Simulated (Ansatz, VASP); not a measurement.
One calculation of Ir, two programs

File POSCAR:

```
Ir
1.0
    0.0000000000      1.9269646700      1.9269646700
    1.9269646700      0.0000000000      1.9269646700
    1.9269646700      1.9269646700      0.0000000000
Ir
1
Direct
    0.0000000000      0.0000000000      0.0000000000
```

The input INCAR.step1:

```
  PREC = Accurate
  ENCUT = 600
  ISMEAR = 0
  SIGMA = 0.1
  LREAL = False
  LASPH = True
  NELM = 80
  GGA = PE
  ALGO = Normal
  EDIFF = 1E-4
  LWAVE = True
  LCHARG = False
```

The input INCAR.step2:

```
  PREC = Accurate
  ENCUT = 600
  EDIFF = 1E-6
  ISMEAR = 0
  SIGMA = 0.1
  LREAL = False
  LASPH = True
  NELM = 80
  ALGO = Normal
  ISIF = 3
  LWAVE = False
  LCHARG = False
  METAGGA = R2SCAN
  LMIXTAU = True
  IBRION = 2
  NSW = 100
  EDIFFG = -0.002
  ISTART = 1
```

The input KPOINTS:

```
Automatic mesh
0
Gamma
  24 24 24
```

Input for Ansatz:

```yaml
crystal:
  lattice:
    - [0.0, 1.92696467, 1.92696467]
    - [1.92696467, 0.0, 1.92696467]
    - [1.92696467, 1.92696467, 0.0]
  atoms:
    - { symbol: Ir, position: [0.0, 0.0, 0.0] }
basis:
  ecutwfc: 600.0
kpoints:
  mp_grid: { grid: [24, 24, 24] }
hamiltonian:
  xc: r2scan
  pseudopotentials: { kind: paw, azcp: { folder: soft_1 } }
scf:
  occupations: { method: gaussian, width: 0.1 }
output:
  forces: true
  stress: true
  eigenvalues: true
  write_density: true
  write_potential: true
  elf: true
  volumetric_format: npy
relax:
  adjacent_minimum: "off"
  f_tol: 0.002
  max_steps: 80
  cell: { stress_tol: 0.02 }
```

Alike in both runs: task relaxation of cell and atoms; functional r2SCAN; k mesh 24 × 24 × 24; occupations gaussian, width 0.1 eV; no spin polarisation.

|  | VASP | Ansatz |
| --- | --- | --- |
| version | VASP 6.6.1 | Ansatz 0.2.0 |
| potentials or method | VASP PAW PBE potentials, release 64 (Ir), cutoff 600 eV | scalar-relativistic, plane waves, PAW |
| valence electrons in the cell | 9 | 17 |

|  | VASP | Ansatz | Ansatz less VASP |
| --- | --- | --- | --- |
| gap on the k mesh at the Fermi level, each at its own relaxed structure (eV) | none | none | - |
| relaxed volume (Å³/atom) | 14.30 | 14.21 | -0.087 |
| relaxed length of the cell vector where the two differ most in proportion (Å) | 2.724 | 2.719 | -0.0055 |

VASP's potentials were made for PBE, not for r2SCAN. A gap of «none» marks a metal or a gap that the smearing closes. VASP's potentials hold 9 valence electrons a cell and Ansatz's 17, so a difference there can come from the potentials and not from the codes.

Spin-orbit coupling is off throughout.
